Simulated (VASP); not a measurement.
Input of a VASP 6.6.1 run:

File INCAR:

```
SYSTEM = Sn
PREC = Accurate
ENCUT = 520
EDIFF = 1E-8
ISMEAR = -1
SIGMA = 0.05
LREAL = .False.
LASPH = .True.
NELM = 100
ALGO = Normal
ISIF = 2
LWAVE = .False.
LCHARG = .False.
GGA = PS
LEFG = .True.
NBANDS = 21
```

File KPOINTS:

```
regular mesh
0
Gamma
  11 11 11
  0 0 0
```

The input POSCAR:

```
Sn
1.0
   -0.0324560000      3.2293720000      3.2293720000
    3.2293720000     -0.0324560000      3.2293720000
    3.2293720000      3.2293720000     -0.0324560000
Sn
2
Direct
    0.5000000000      0.5000000000      0.5000000000
    0.7500000000      0.7500000000      0.7500000000
```

Potentials or basis: VASP PAW PBE potentials, release 64 (Sn_d).

Command:

```sh
$ cat potpaw_PBE.64/Sn_d/POTCAR > POTCAR
$ mpirun -np 1 vasp_std > vasp.out
```

**Question.** Predict the band gap on the k mesh.

**Answer.** Zero (bands 14 and 15 overlap by 0.22 eV).

**Question.** What does it give for the pressure?

**Answer.** 0.9 GPa.

**Question.** Estimate the largest force.

**Answer.** 0.167 eV/Å.

Electric field gradients, principal values (V/Å²):
```csv
atom,least,middle,greatest (by size)
1 Sn,7.481,7.481,-14.963
2 Sn,7.481,7.481,-14.963
```

Caveat: the cell differs from its parent crystal (equal xy, yz and zx shear strains of -1 %); without QUAD_EFG the Cq values of the log hold for a quadrupole moment of 1 mb, not for the nuclei; the PAW data sets were made with another functional, which shifts forces and pressure a little; spin-orbit coupling is left out, which moves the levels of the heavy elements.
